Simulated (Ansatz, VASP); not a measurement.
## One calculation of Cu, two programs

```xyz
1
Lattice="-1.4472 1.4337 1.3601 1.4472 -1.4399 1.3667 1.4638 1.4566 -1.3666" Properties=species:S:1:pos:R:3 pbc="T T T"
Cu    0.0073    0.0653   -0.0664
```

Change from the starting cell: kmesh displaced: [10, 10, 10] Gamma-centred.

Alike in both runs: task single point; functional PBE; k mesh 10 × 10 × 10; occupations gaussian, width 0.1 eV; no spin polarisation.

|  | VASP | Ansatz |
| --- | --- | --- |
| version | VASP 6.6.1 | Ansatz 0.2.0 |
| potentials or method | VASP PAW PBE potentials, release 64 (Cu), cutoff 520 eV | scalar-relativistic, plane waves, PAW |
| valence electrons in the cell | 11 | 19 |

Ansatz gave:

- gap on the k mesh at the Fermi level (eV): none
- pressure (GPa): 7.2
- traceless stress, the component that is largest in VASP (GPa): -1.01

**Question.** Estimate VASP's values.

**Answer.** gap on the k mesh at the Fermi level (eV): none; pressure (GPa): 7.8; traceless stress, the component that is largest in VASP (GPa): -1.02.

A gap of «none» marks a metal or a gap that the smearing closes. VASP's potentials hold 11 valence electrons a cell and Ansatz's 19, so a difference there can come from the potentials and not from the codes.
